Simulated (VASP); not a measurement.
Here is a VASP 6.6.1 calculation.

File INCAR:

```
PREC     = Accurate       # precision mode
ENCUT    = 600            # plane-wave cutoff, eV
EDIFF    = 1E-6           # SCF threshold, eV
ISMEAR   = 0              # smearing method
SIGMA    = 0.1            # smearing width, eV
LREAL    = False          # projectors in reciprocal space
LASPH    = True           # aspherical terms in the spheres
NELM     = 100            # most SCF steps
ALGO     = Fast           # electronic algorithm
ISIF     = 3              # what is computed and relaxed
LWAVE    = False          # write WAVECAR
LCHARG   = False          # write CHGCAR
GGA      = PE             # functional
IBRION   = 2              # ionic algorithm
NSW      = 60             # ionic steps
EDIFFG   = -0.005         # ionic threshold
```

Contents of KPOINTS:

```
Automatic mesh
0
Gamma
  32 32 32
```

Contents of POSCAR:

```
Al
1.0
    0.0000000000      2.0250000000      2.0250000000
    2.0250000000      0.0000000000      2.0250000000
    2.0250000000      2.0250000000      0.0000000000
Al
1
Direct
    0.0000000000      0.0000000000      0.0000000000
```

Potentials or basis: VASP PAW PBE potentials, release 64 (Al).

Run with:

```sh
$ cat potpaw_PBE.64/Al/POTCAR > POTCAR
$ mpirun -np 1 vasp_std > vasp.out
```

Q: Estimate the relaxed volume.

A: 16.48 Å³/atom.

Q: Predict the space group after relaxing (to 0.1 Å).

A: Fm-3m (No. 225).

The path:
```csv
step,energy change (eV),largest force (eV/Å),pressure (GPa),volume (Å³)
1,0.0000,0.0000,-0.58,16.61
2,-0.0002,0.0000,0.09,16.46
3,-0.0002,0.0000,0.01,16.48
```
